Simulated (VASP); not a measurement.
Write the native input for VASP 6.6.1 that does the following.

* Task: single point
* Functional: PBEsol
* Potentials or basis: VASP PAW PBE potentials, release 64 (S)
* Cutoff: 520 eV
* k mesh: 22 × 22 × 22
* Occupations: gaussian, width 0.15 eV
* Spin: no spin polarisation
* Dipole correction: no
* Further INCAR settings: ALGO = Normal; EDIFF = 1e-06; NBANDS = 9

The structure of S lies in POSCAR:

```
S
1.0
    0.0000000000      1.8767555279      2.2521066335
    1.8767555279      0.0000000000      2.2521066335
    1.8767555279      1.8767555279      0.0000000000
S
1
Direct
    0.0000000000      0.0000000000      0.0000000000
```

This cell differs from its parent crystal: ratio of the length along z to the lengths across it x 1.2, volume and fractional coordinates fixed.

One way to write it, as run:

INCAR

```
SYSTEM = S
ALGO = Normal
EDIFF = 1E-6
ENCUT = 520
GGA = PS
ISIF = 2
ISMEAR = 0
LASPH = .True.
LCHARG = .False.
LREAL = .False.
LWAVE = .False.
NBANDS = 9
NELM = 80
PREC = Accurate
SIGMA = 0.15
```

KPOINTS

```
k-points
0
Gamma
  22 22 22
  0 0 0
```

Potentials or basis: VASP PAW PBE potentials, release 64 (S).

Command:

```bash
$ cat potpaw_PBE.64/S/POTCAR > POTCAR
$ mpirun -np 1 vasp_std > vasp.out
```

Results of the run:

```json
{
  "Pressure": "-4.9 GPa",
  "Band gap on the k mesh": "zero (band 3 reaches 10.78 eV, above the bottom of band 4 at 4.34 eV)"
}
```

Caveat: the PAW data sets were made with another functional, which shifts forces and pressure a little.

It took 28 s on 1 thread of Intel(R) Xeon(R) Platinum 8559C (Emerald Rapids), with other jobs on the host, peak memory 0.21 GiB.
